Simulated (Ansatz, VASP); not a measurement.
Fe in VASP and in Ansatz

File INCAR:

```
PREC = Accurate
ENCUT = 520
EDIFF = 1E-7
ISMEAR = -1
SIGMA = 0.08
LREAL = False
LASPH = True
NELM = 80
ALGO = Normal
ISIF = 2
LWAVE = False
LCHARG = False
GGA = PS
NBANDS = 15
```

Contents of KPOINTS:

```
regular mesh
0
Gamma
  17 17 10
```

Contents of POSCAR:

```
Fe
1.0
    2.4502783040      0.0000000000      0.0000000000
   -1.2251391520      2.1220032576      0.0000000000
    0.0000000000      0.0000000000      3.8673784861
Fe
2
Direct
    0.3333333333      0.6666666667      0.2500000000
    0.6666666667      0.3333333333      0.7500000000
```

Input for Ansatz:

```yaml
crystal:
  lattice:
    - [2.450278304, 0.0, 0.0]
    - [-1.225139152, 2.1220032576, 0.0]
    - [0.0, 0.0, 3.8673784861]
  atoms:
    - { symbol: Fe, position: [0.3333333333, 0.6666666667, 0.25] }
    - { symbol: Fe, position: [0.6666666667, 0.3333333333, 0.75] }
kpoints:
  mp_grid: { grid: [17, 17, 10] }
  band_path:
    path:
      - [0.0, 0.0, 0.0]
      - [0.5, 0.0, 0.0]
      - [0.3333333333, 0.3333333333, 0.0]
      - [0.0, 0.0, 0.0]
      - [0.0, 0.0, 0.5]
      - [0.5, 0.0, 0.5]
      - [0.3333333333, 0.3333333333, 0.5]
      - [0.0, 0.0, 0.5]
      - [0.5, 0.0, 0.5]
    npoints: 5
scf:
  occupations: { method: fermi_dirac, width: 0.08 }
hamiltonian:
  xc: pbesol
  pseudopotentials: { kind: all_electron, lapw: { basis_error: 0.00025 } }
output:
  forces: true
  stress: true
  eigenvalues: true
```

Change from the starting cell: volume scaled by 1.02.

Alike in both runs: task single point; functional PBEsol; k mesh 17 × 17 × 10; occupations fermi-dirac, width 0.08 eV; no spin polarisation.

```csv
,VASP,Ansatz
version,VASP 6.6.1,Ansatz 0.2.0
potentials or method,"VASP PAW PBE potentials, release 64 (Fe), cutoff 520 eV","all-electron LAPW, scalar-relativistic"
```

VASP gave:

| Quantity | Value |
| --- | --- |
| pressure (GPa) | -7.6 |
| traceless stress, the component that is largest in VASP (GPa) | 0.32 |

Question: Which values does Ansatz return?

Answer: Pressure (GPa): -7.3; traceless stress, the component that is largest in VASP (GPa): 0.40.

VASP's potentials were made for PBE, not for PBEsol. Ansatz ran all-electron here, and VASP with PAW potentials.
